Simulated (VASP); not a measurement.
Set up this calculation in VASP 6.6.1, as the native input.

```yaml
Task: relaxation of cell and atoms
Functional: PBE
Potentials_or_basis: VASP PAW PBE potentials, release 64 (Ir)
Cutoff: 600 eV
k_mesh: 12 × 12 × 12
Occupations: methfessel-paxton, width 0.1 eV
Spin: no spin polarisation
Dipole_correction: no
Further_INCAR_settings: ALGO = Normal; EDIFF = 1e-06; IBRION = 2; EDIFFG = -0.01; NSW = 60; ISIF = 3
```

The structure of Ir lies in POSCAR:

```
Ir
1.0
    0.0000000000      1.9156000000      1.9156000000
    1.9156000000      0.0000000000      1.9156000000
    1.9156000000      1.9156000000      0.0000000000
Ir
1
Direct
    0.0000000000      0.0000000000      0.0000000000
```

These files were run (other wordings do the same):

INCAR

```
SYSTEM = Ir
  PREC = Accurate
  ENCUT = 600
  EDIFF = 1E-6
  ISMEAR = 1
  SIGMA = 0.1
  LREAL = .FALSE.
  LASPH = .TRUE.
  NELM = 100
  ALGO = Normal
  ISIF = 3
  LWAVE = .FALSE.
  LCHARG = .FALSE.
  GGA = PE
  IBRION = 2
  NSW = 60
  EDIFFG = -0.01
```

KPOINTS

```
Automatic mesh
0
G
  12 12 12
  0 0 0
```

Potentials or basis: VASP PAW PBE potentials, release 64 (Ir).

Command:

```bash
$ cat potpaw_PBE.64/Ir/POTCAR > POTCAR
$ mpirun -np 1 vasp_std > vasp.out
```

It gave:

```
Relaxed volume                         : 14.51 Å³/atom
Relaxed cell                           : a = 2.737 Å, b = 2.737 Å, c = 2.737 Å, α = 60.00°, β = 60.00°, γ = 60.00°
Space group after relaxing (to 0.05 Å) : Fm-3m (No. 225)
Energy gained by relaxing              : 15.8 meV/atom
Ionic steps                            : 4
Pressure after relaxing                : -0.1 GPa
```

Run time: 16 s on 1 thread of Intel(R) Xeon(R) Platinum 8375C CPU @ 2.90GHz (Ice Lake) (shared host), peak memory 0.15 GiB.
